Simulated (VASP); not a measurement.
Runs of VASP 6.6.1 on GaN. The structure is that of space group P6_3mc (No. 186), or close to it. The cells are those of the table. 

```tsv
task	cell	cutoff (eV)	gap on the mesh (eV)	pressure (GPa)
relaxation of the atoms	atoms relaxed from a = 3.167, b = 3.167, c = 5.159 Å, angles 90.0, 90.0, 120.0°, 4 atoms	520	1.99	2.7
single point	a = 3.167, b = 3.167, c = 5.159 Å, angles 90.0, 90.0, 120.0°, 4 atoms	600	1.99	(a)
single point	a = 3.198, b = 3.198, c = 5.211 Å, angles 90.0, 90.0, 120.0°, 4 atoms	600	1.79	-3.1
relaxation of the atoms	atoms relaxed from a = 3.198, b = 3.198, c = 5.211 Å, angles 90.0, 90.0, 120.0°, 4 atoms	520	1.79	-2.9
```

Alike in all rows: level PBEsol; potentials or basis VASP PAW PBE potentials, release 64 (Ga_d, N); no spin polarisation; k mesh 6 × 6 × 4; smearing gaussian 0.01 eV.

Fill in the values left out.

(a) 2.6.

Caveats: the PAW data sets were made with another functional, which shifts forces and pressure a little; the cell stands under tension (at least some runs).

A k mesh can miss the band edges, and the runs leave out spin-orbit coupling on Ga.
